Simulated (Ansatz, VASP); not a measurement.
Two plane-wave programs on ZnS

Contents of POSCAR:

```
ZnS
1.0
    3.8658679689      0.0000000000      0.0000000000
   -1.9329339845      3.3479398688      0.0000000000
    0.0000000000      0.0000000000     12.4664651431
Zn S
4 4
Direct
    0.0000000000      0.0000000000      0.0001143924
    0.0000000000      0.0000000000      0.5001143924
    0.3333333333      0.6666666667      0.2500706174
    0.6666666667      0.3333333333      0.7500706174
    0.0000000000      0.0000000000      0.1872361436
    0.0000000000      0.0000000000      0.6872361436
    0.3333333333      0.6666666667      0.4375788466
    0.6666666667      0.3333333333      0.9375788466
```

File INCAR.step1:

```
ALGO = Normal
EDIFF = 1E-4
ENCUT = 520
GGA = PE
ISMEAR = 0
LASPH = True
LCHARG = False
LREAL = False
LWAVE = True
NBANDS = 46
NELM = 80
PREC = Accurate
SIGMA = 0.05
```

Contents of INCAR.step2:

```
ALGO = Normal
EDIFF = 1E-6
ENCUT = 520
ISIF = 2
ISMEAR = 0
ISTART = 1
LASPH = True
LCHARG = True
LELF = True
LMIXTAU = True
LREAL = False
LVHAR = True
LWAVE = False
METAGGA = R2SCAN
NBANDS = 46
NELM = 80
PREC = Accurate
SIGMA = 0.05
```

The input KPOINTS:

```
k-points
0
Gamma
  6 6 2
```

Input for Ansatz:

```yaml
crystal:
  lattice:
    - [3.8658679689, 0.0, 0.0]
    - [-1.9329339845, 3.3479398688, 0.0]
    - [0.0, 0.0, 12.4664651431]
  atoms:
    - { symbol: Zn, position: [0.0, 0.0, 0.0001143924] }
    - { symbol: Zn, position: [0.0, 0.0, 0.5001143924] }
    - { symbol: Zn, position: [0.3333333333, 0.6666666667, 0.2500706174] }
    - { symbol: Zn, position: [0.6666666667, 0.3333333333, 0.7500706174] }
    - { symbol: S, position: [0.0, 0.0, 0.1872361436] }
    - { symbol: S, position: [0.0, 0.0, 0.6872361436] }
    - { symbol: S, position: [0.3333333333, 0.6666666667, 0.4375788466] }
    - { symbol: S, position: [0.6666666667, 0.3333333333, 0.9375788466] }
basis:
  ecutwfc: 500
kpoints:
  mp_grid: { grid: [6, 6, 2] }
hamiltonian:
  xc: r2scan
scf:
  occupations: { method: gaussian, width: 0.05 }
output:
  forces: true
  stress: true
  eigenvalues: true
  write_density: true
  write_potential: true
  elf: true
  volumetric_format: npy
```

Change from the starting cell: strain +0.015 along x and y, +0.000 along z, atoms carried along.

Alike in both runs: task single point; functional r2SCAN; k mesh 6 × 6 × 2; occupations gaussian, width 0.05 eV; no spin polarisation.

|  | VASP | Ansatz |
| --- | --- | --- |
| version | VASP 6.6.1 | Ansatz 0.2.0 |
| potentials or method | VASP PAW PBE potentials, release 64 (Zn, S), cutoff 520 eV | scalar-relativistic, plane waves, PAW |
| valence electrons in the cell | 72 | 72 |

|  | VASP | Ansatz | Ansatz less VASP |
| --- | --- | --- | --- |
| gap on the k mesh at the Fermi level (eV) | 2.62 | 2.62 | -0.007 |
| least direct gap on the mesh (eV) | 2.62 | 2.62 | -0.007 |
| pressure (GPa) | -2.1 | -2.2 | -0.05 |
| traceless stress, the component that is largest in VASP (GPa) | 1.33 | 1.32 | -0.013 |
| rms of the force components (eV/Å) | 0.054 | 0.051 | -0.0027 |

VASP's potentials were made for PBE, not for r2SCAN. Atom by atom the forces differ by 0.003 eV/Å (rms over components).
